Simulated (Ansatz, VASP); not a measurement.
**Ti3Al: VASP beside Ansatz**

File INCAR:

```
PREC     = Accurate       # precision mode
ENCUT    = 500            # plane-wave cutoff, eV
EDIFF    = 1E-6           # SCF threshold, eV
ISMEAR   = 0              # smearing method
SIGMA    = 0.1            # smearing width, eV
LREAL    = F              # projectors in reciprocal space
LASPH    = T              # aspherical terms in the spheres
NELM     = 120            # most SCF steps
ALGO     = Normal         # electronic algorithm
ISIF     = 2              # what is computed and relaxed
LWAVE    = F              # write WAVECAR
LCHARG   = F              # write CHGCAR
GGA      = CA             # functional
NBANDS   = 28             # bands
GGA_COMPAT= F
```

The input KPOINTS:

```
Automatic mesh
0
Gamma
  9 9 2
```

POSCAR

```
Ti3Al
1.0
    2.9275422229      0.0000000000      0.0000000000
   -1.4637711114      2.5353259357      0.0000000000
    0.0000000000      0.0000000000      9.2263620000
Ti Al
3 1
Direct
    0.6666666700      0.3333333300      0.0000000000
    0.3333333300      0.6666666700      0.7505940000
    0.3333333300      0.6666666700      0.2494060000
    0.6666666700      0.3333333300      0.5000000000
```

Input for Ansatz:

```yaml
crystal:
  lattice:
    - [2.9275422229, 0.0, 0.0]
    - [-1.4637711114, 2.5353259357, 0.0]
    - [0.0, 0.0, 9.226362]
  atoms:
    - { symbol: Ti, position: [0.66666667, 0.33333333, 0.0] }
    - { symbol: Ti, position: [0.33333333, 0.66666667, 0.750594] }
    - { symbol: Ti, position: [0.33333333, 0.66666667, 0.249406] }
    - { symbol: Al, position: [0.66666667, 0.33333333, 0.5] }
basis:
  ecutwfc: 520.0
kpoints:
  mp_grid: { grid: [9, 9, 2] }
hamiltonian:
  xc: lda
  pseudopotentials: { kind: paw }
scf:
  occupations: { method: gaussian, width: 0.1 }
output:
  forces: true
  stress: true
  eigenvalues: true
```

Alike in both runs: task single point; functional LDA; k mesh 9 × 9 × 2; occupations gaussian, width 0.1 eV; no spin polarisation.

|  | VASP | Ansatz |
| --- | --- | --- |
| version | VASP 6.6.1 | Ansatz 0.2.0 |
| potentials or method | VASP PAW LDA potentials, release 64 (Ti_sv, Al), cutoff 500 eV | scalar-relativistic, plane waves, PAW |
| valence electrons in the cell | 39 | 39 |

VASP gave:

| Property | Result |
| --- | --- |
| gap on the k mesh at the Fermi level (eV) | none |
| pressure (GPa) | -7.1 |
| traceless stress, the component that is largest in VASP (GPa) | -0.28 |
| rms of the force components (eV/Å) | 0.064 |

Problem. Which values does Ansatz return?

Solution. gap on the k mesh at the Fermi level (eV): none; pressure (GPa): -7.0; traceless stress, the component that is largest in VASP (GPa): -0.32; rms of the force components (eV/Å): 0.062.

LDA's correlation is that of Perdew and Zunger in VASP and of Perdew and Wang (1992) in Ansatz. Atom by atom the forces differ by 0.002 eV/Å (rms over components). A gap of «none» marks a metal or a gap that the smearing closes.
